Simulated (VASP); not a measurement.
# Bi (Im-3m) in VASP: a series of runs

The runs below take Bi through relaxation of cell and atoms, with PBEsol.

All numbers are computed with VASP 6.6.1; they aren't measurements. Logs are shortened: lines on timing, memory, paths and dates and some standing lists are left out, and cuts for length are marked.

### Step 1. The cell of the first run

The structure is cubic, space group Im-3m (No. 229). The conventional cell has a = 2.958 Å, b = 2.958 Å, c = 2.958 Å, α = 90.00°, β = 90.00°, γ = 90.00°. Within 3.4 Å of Bi (site symmetry m-3m) lie 14 Bi at 2.56 to 2.96 Å.

### Step 2. Relaxation of cell and atoms, PBEsol, target pressure 360 GPa, at which the enthalpy is minimised

Contents of INCAR:

```
SYSTEM = Bi
ALGO = Normal
EDIFF = 1E-7
EDIFFG = -0.005
ENCUT = 600
GGA = PS
IBRION = 2
ISIF = 3
ISMEAR = -1
LASPH = .True.
LCHARG = .False.
LREAL = .False.
LWAVE = .False.
NELM = 60
NSW = 60
PREC = Accurate
PSTRESS = 3600.0
SIGMA = 0.08
```

Contents of KPOINTS:

```
k-points
0
Gamma
  18 18 18
  0 0 0
```

Contents of POSCAR:

```
Bi
1.0
   -1.4792405821      1.4792405821      1.4792405821
    1.4792405821     -1.4792405821      1.4792405821
    1.4792405821      1.4792405821     -1.4792405821
Bi
1
Direct
    0.0000000000      0.0000000000      0.0000000000
```

Potentials or basis: VASP PAW PBE potentials, release 64 (Bi_d).

Command:

```
$ cat potpaw_PBE.64/Bi_d/POTCAR > POTCAR
$ mpirun -np 1 vasp_std > vasp.out
```

OUTCAR:

```text
SYSTEM = Bi
   EDIFF = 1E-7
   EDIFFG = -0.005
   ENCUT = 600
   GGA = PS
   IBRION = 2
   ISIF = 3
   ISMEAR = -1
   LASPH = .True.
   LREAL = .False.
   NELM = 60
   NSW = 60
   PREC = Accurate
   PSTRESS = 3600.0

 ion  position               nearest neighbor table
   1  0.000  0.000  0.000-

  LATTYP: Found a body centered cubic cell.
 ALAT       =     2.9584811642

  Lattice vectors:

 A1 = (  -1.4792405821,   1.4792405821,   1.4792405821)
 A2 = (   1.4792405821,  -1.4792405821,   1.4792405821)
 A3 = (   1.4792405821,   1.4792405821,  -1.4792405821)

Analysis of symmetry for initial positions (statically):
=====================================================================
 Subroutine PRICEL returns:
 Original cell was already a primitive cell.

 Routine SETGRP: Setting up the symmetry group for a
 body centered cubic supercell.

 Subroutine GETGRP returns: Found 48 space group operations
 (whereof 48 operations were pure point group operations)
 out of a pool of 48 trial point group operations.

The static configuration has the point symmetry O_h .

Analysis of symmetry for dynamics (positions and initial velocities):
=====================================================================
 Subroutine PRICEL returns:
 Original cell was already a primitive cell.

 Routine SETGRP: Setting up the symmetry group for a
 body centered cubic supercell.

 Subroutine GETGRP returns: Found 48 space group operations
 (whereof 48 operations were pure point group operations)
 out of a pool of 48 trial point group operations.

The dynamic configuration has the point symmetry O_h .

 Subroutine INISYM returns: Found 48 space group operations
 (whereof 48 operations are pure point group operations),
 and found     1 'primitive' translations

----------------------------------------------------------------------------------------

                                     Primitive cell

  volume of cell :      12.9472

  direct lattice vectors                    reciprocal lattice vectors
    -1.479240582  1.479240582  1.479240582     0.000000000  0.338011278  0.338011278
     1.479240582 -1.479240582  1.479240582     0.338011278  0.000000000  0.338011278
     1.479240582  1.479240582 -1.479240582     0.338011278  0.338011278  0.000000000

  length of vectors
     2.562119845  2.562119845  2.562119845     0.478020134  0.478020134  0.478020134

  position of ions in fractional coordinates (direct lattice)
     0.000000000  0.000000000  0.000000000

  ion indices of the primitive-cell ions
   primitive index   ion index
                 1           1

----------------------------------------------------------------------------------------

 KPOINTS: k-points

Automatic generation of k-mesh.
 Grid dimensions read from file:
 generate k-points for:   18   18   18

 Generating k-lattice:

  Cartesian coordinates                     Fractional coordinates (reciprocal lattice)
     0.000000000  0.018778404  0.018778404     0.055555556  0.000000000  0.000000000
     0.018778404  0.000000000  0.018778404     0.000000000  0.055555556  0.000000000
     0.018778404  0.018778404  0.000000000     0.000000000  0.000000000  0.055555556

  Length of vectors
     0.026556674  0.026556674  0.026556674

  Shift w.r.t. Gamma in fractional coordinates (k-lattice)
     0.000000000  0.000000000  0.000000000

 Subroutine IBZKPT returns following result:
 ===========================================

 Found    195 irreducible k-points:

 Following reciprocal coordinates:
            Coordinates               Weight
  0.000000  0.000000  0.000000      1.000000
  0.055556  0.000000  0.000000     12.000000
  0.111111  0.000000  0.000000     12.000000
  0.166667  0.000000  0.000000     12.000000
  0.222222  0.000000  0.000000     12.000000
  0.277778  0.000000  0.000000     12.000000
[... 16 lines left out ...]
  0.333333  0.111111 -0.000000     48.000000
  0.388889  0.111111 -0.000000     48.000000
 [... further k-points ...]
   k-points           NKPTS =    195   k-points in BZ     NKDIM =    195   number of bands    NBANDS=     11
   number of dos      NEDOS =    301   number of ions     NIONS =      1
   total plane-waves  NPLWV =   8000
   dimension x,y,z NGX =    20 NGY =   20 NGZ =   20
   dimension x,y,z NGXF=    40 NGYF=   40 NGZF=   40
   ions per type =               1
   NGX,Y,Z   is equivalent  to a cutoff of  12.98, 12.98, 12.98 a.u.
   NGXF,Y,Z  is equivalent  to a cutoff of  25.95, 25.95, 25.95 a.u.
 SYSTEM =  Bi
   PREC   = accura    normal or accurate (medium, high low for compatibility)
   ISTART =      0    job   : 0-new  1-cont  2-samecut
   ICHARG =      2    charge: 1-file 2-atom 10-const
   ISPIN  =      1    spin polarized calculation?
   LNONCOLLINEAR =      F non collinear calculations
   LSORBIT =      F    spin-orbit coupling
   LASPH  =      T    aspherical Exc in radial PAW
   ENCUT  =  600.0 eV  44.10 Ry    6.64 a.u.   5.12  5.12  5.12*2*pi/ulx,y,z
   NELM   =     60;   NELMIN=  2; NELMDL= -5     # of ELM steps
   EDIFF  = 0.1E-06   stopping-criterion for ELM
   LREAL  =      F    real-space projection
   EDIFFG = -.5E-02   stopping-criterion for IOM
   NSW    =     60    number of steps for IOM
   IBRION =      2    ionic relax: 0-MD 1-quasi-New 2-CG
   NFREE  =      1    steps in history (QN), initial steepest desc. (CG)
   ISIF   =      3    stress and relaxation
   ISYM   =      2    0-nonsym 1-usesym 2-fastsym
   POTIM  = 0.5000    time-step for ionic-motion
   TEBEG  =    0.0;   TEEND  =   0.0 temperature during run
   PSTRESS= 3600.0 pullay stress
   NELECT =      15.0000    total number of electrons
   NUPDOWN=      -1.0000    fix difference up-down
   EMIN   =  10.00;   EMAX   =-10.00  energy-range for DOS
   EFERMI =   0.00;   METHOD = LEGACY
   ISMEAR =    -1;   SIGMA  =   0.08  broadening in eV -4-tet -1-fermi 0-gaus
   EFERMI_NEDOS =   21; number of points for ismear=-14 and -15
   IALGO  =     38    algorithm
   IMIX   =      4    mixing-type and parameters
     AMIX     =   0.40;   BMIX     =  1.00
     AMIX_MAG =   1.60;   BMIX_MAG =  1.00
  volume/ion in A,a.u.               =      12.95        87.37
  Fermi-wavevector in a.u.,A,eV,Ry     =   1.719411  3.249216 40.223926  2.956375
  Thomas-Fermi vector in A             =   2.796043
   LORBIT       =      0    0 simple, 1 ext, 2 COOP (PROOUT), +10 PAW based schemes
   GGA     = PS    functional components
   LHFCALC =     F    Hartree Fock is set to
   AEXX    =    0.0000 exact exchange contribution
   IVDW    =     0    specifies the selected vdW correction
   LEPSILON=     F    determine dielectric tensor
   LRPA    =     F    only Hartree local field effects (RPA)
 conjugate gradient relaxation of ions
 non-spin polarized calculation
  energy-cutoff  :      600.00
  volume of cell :       12.95
 maximum number of plane-waves:       444
   NGX = 11   NGY = 11   NGZ = 11

--------------------------------------- Ionic step        1  -------------------------------------------

 number of electron      14.9999993 magnetization

 Free energy of the ion-electron system (eV)
  ---------------------------------------------------
  ext. energy  EPLUGINS =         0.00000000
  ---------------------------------------------------
  free energy    TOTEN  =         4.53087171 eV

  energy without entropy =        4.53764279  energy(sigma->0) =        4.53425725

------------------------ aborting loop because EDIFF is reached ----------------------------------------

  FORCE on cell =-STRESS in cart. coord.  units (eV):
  Direction    XX          YY          ZZ          XY          YZ          ZX
  --------------------------------------------------------------------------------------
  -------------------------------------------------------------------------------------
  Total       29.4417874     29.4417874     29.4417874      0.0000000      0.0000000     -0.0000000
  in kB     3643.3284457   3643.3284457   3643.3284457      0.0000000      0.0000000     -0.0000000
  external PRESSURE =      43.3284457 kB  Pullay stress =    3600.0000000 kB
[... 96 lines left out ...]
  enthalpy is  TOTEN    =        33.6219370442 eV   P V=       29.1922666471

--------------------------------------- Ionic step        4  -------------------------------------------

 number of electron      14.9999993 magnetization

 Free energy of the ion-electron system (eV)
  ---------------------------------------------------
  ext. energy  EPLUGINS =         0.00000000
  ---------------------------------------------------
  free energy    TOTEN  =         4.43214206 eV

  energy without entropy =        4.43890304  energy(sigma->0) =        4.43552255

 E-fermi :  25.1822     XC(G=0): -15.3439

 val. band max:       25.1735658187   @ k =   0.3333   0.1111   0.0556
 cond. band min:      25.2178430313   @ k =  -0.2778   0.2778   0.2222
 fundamental gap:      0.0442772126
 Fermi energy:        25.1821572120

 k-point     1 :       0.0000    0.0000    0.0000
  band No.  band energies     occupation
      1      -1.3999      2.00000
      2      -1.3999      2.00000
      3      -1.3999      2.00000
      4       0.0837      2.00000
      5       0.0837      2.00000
      6       0.4455      2.00000
      7      32.7800      0.00000
      8      32.7800      0.00000
      9      32.7800      0.00000
     10      39.8175      0.00000
     11      39.8175      0.00000
[... 309 lines left out ...]
 k-point    24 :       0.3889    0.1111   -0.0000
  band No.  band energies     occupation
      1      -2.0094      2.00000
      2      -1.8340      2.00000
      3      -0.0528      2.00000
      4       0.0325      2.00000
      5       0.8107      2.00000
      6      10.3046      2.00000
      7      15.2154      2.00000
      8      25.6614      0.00499
      9      28.2706      0.00000
     10      36.2941      0.00000
     11      38.8655      0.00000

 [... further k-points ...]

------------------------ aborting loop because EDIFF is reached ----------------------------------------

  FORCE on cell =-STRESS in cart. coord.  units (eV):
  Direction    XX          YY          ZZ          XY          YZ          ZX
  --------------------------------------------------------------------------------------
  -------------------------------------------------------------------------------------
  Total       29.1881676     29.1881676     29.1881676      0.0000000     -0.0000000      0.0000000
  in kB     3599.7993509   3599.7993509   3599.7993509      0.0000000     -0.0000000      0.0000000
  external PRESSURE =      -0.2006491 kB  Pullay stress =    3600.0000000 kB
[... 16 lines left out ...]
  FREE ENERGIE OF THE ION-ELECTRON SYSTEM (eV)
  ---------------------------------------------------
  free  energy   TOTEN  =         4.4321420628 eV

  energy  without entropy=        4.4389030388  energy(sigma->0) =        4.43552255

  enthalpy is  TOTEN    =        33.6219366109 eV   P V=       29.1897945481

 reached required accuracy - stopping structural energy minimisation
```

It took 68 s on 1 thread of AMD EPYC 9R45 (Zen 5), shared host; peak memory 0.12 GiB.

What came out:

- Free energy: 4.4321 eV
- Relaxed volume: 12.99 Å³/atom
- Relaxed cell: a = 2.565 Å, b = 2.565 Å, c = 2.565 Å, α = 109.47°, β = 109.47°, γ = 109.47°
- Space group after relaxing (to 0.05 Å): Im-3m (No. 229)
- Energy change on relaxing (the enthalpy is what falls): -98.7 meV/atom
- Ionic steps: 4
- Pressure after relaxing: 360.0 GPa

The path:
```
step  energy change (eV)  largest force (eV/Å)  pressure (GPa)  volume (Å³)
   1              0.0000                0.0000          364.33        12.95
   2             -1.3874                0.0000          304.03        13.61
   3             -0.1012                0.0000          359.89        12.99
   4             -0.0987                0.0000          359.98        12.99
```

Final structure:
```xyz
1
Lattice="-1.4809 1.4809 1.4809 1.4809 -1.4809 1.4809 1.4809 1.4809 -1.4809" Properties=species:S:1:pos:R:3 pbc="T T T"
Bi    0.0000    0.0000    0.0000
```

Caveat: the cell is relaxed towards a set pressure, so the enthalpy falls and the energy may rise; the PAW data sets were made with another functional, which shifts forces and pressure a little; spin-orbit coupling is left out, which moves the levels of the heavy elements.

### Step 3. Relaxation of cell and atoms, PBEsol, target pressure 360 GPa, at which the enthalpy is minimised

This run uses another cell than the first one, of 12.99 Å³/atom, 1.003 times its volume.

Contents of INCAR:

```
PREC = Accurate
ENCUT = 600
EDIFF = 1E-7
ISMEAR = -1
SIGMA = 0.08
LREAL = False
LASPH = True
NELM = 80
ALGO = Normal
ISIF = 3
LWAVE = False
LCHARG = False
GGA = PS
IBRION = 2
NSW = 32
EDIFFG = -0.005
PSTRESS = 3600.0
```

Contents of KPOINTS:

```
regular mesh
0
Gamma
  18 18 18
```

Contents of POSCAR:

```
Bi
1.0
   -1.4807569890      1.4807569890      1.4807569890
    1.4807569890     -1.4807569890      1.4807569890
    1.4807569890      1.4807569890     -1.4807569890
Bi
1
Direct
    0.0000000000      0.0000000000      0.0000000000
```

Potentials or basis: VASP PAW PBE potentials, release 64 (Bi_d).

Command:

```
$ cat potpaw_PBE.64/Bi_d/POTCAR > POTCAR
$ mpirun -np 1 vasp_std > vasp.out
```

Wall time 63 s (1 thread of AMD EPYC 9R45 (Zen 5), shared host); peak memory 0.12 GiB.

It converged, with:

| Item | Value |
| --- | --- |
| Free energy | 4.4321 eV |
| Relaxed volume | 12.99 Å³/atom |
| Relaxed cell | a = 2.565 Å, b = 2.565 Å, c = 2.565 Å, α = 109.47°, β = 109.47°, γ = 109.47° |
| Space group after relaxing (to 0.05 Å) | Im-3m (No. 229) |
| Energy change on relaxing (the enthalpy is what falls) | -8.6 meV/atom |
| Ionic steps | 4 |
| Pressure after relaxing | 360.0 GPa |

Step by step:
```csv
step,energy change (eV),largest force (eV/Å),pressure (GPa),volume (Å³)
1,0.0000,0.0000,360.30,12.99
2,-0.1018,0.0000,355.90,13.03
3,-0.0071,0.0000,360.07,12.99
4,-0.0086,0.0000,360.01,12.99
```

Final structure:
```xyz
1
Lattice="-1.4809 1.4809 1.4809 1.4809 -1.4809 1.4809 1.4809 1.4809 -1.4809" Properties=species:S:1:pos:R:3 pbc="T T T"
Bi    0.0000    0.0000    0.0000
```

Levels at points of the mesh, in eV from the Fermi level:
| k point | band 5 | band 6 | band 7 | band 8 | band 9 | band 10 | band 11 |
| --- | --- | --- | --- | --- | --- | --- | --- |
| (0.00, 0.00, 0.00) | -25.10 | -24.74 | 7.60 | 7.60 | 7.60 | 14.64 | 14.64 |
| (0.50, 0.00, 0.00) | -24.09 | -13.28 | -12.58 | 2.58 | 2.94 | 11.40 | 11.43 |
| (0.50, 0.50, 0.50) | -24.34 | -5.54 | -5.54 | -5.54 | -3.64 | 3.39 | 3.39 |

Caveat: the cell is relaxed towards a set pressure, so the enthalpy falls and the energy may rise; the PAW data sets were made with another functional, which shifts forces and pressure a little; spin-orbit coupling is left out, which moves the levels of the heavy elements.
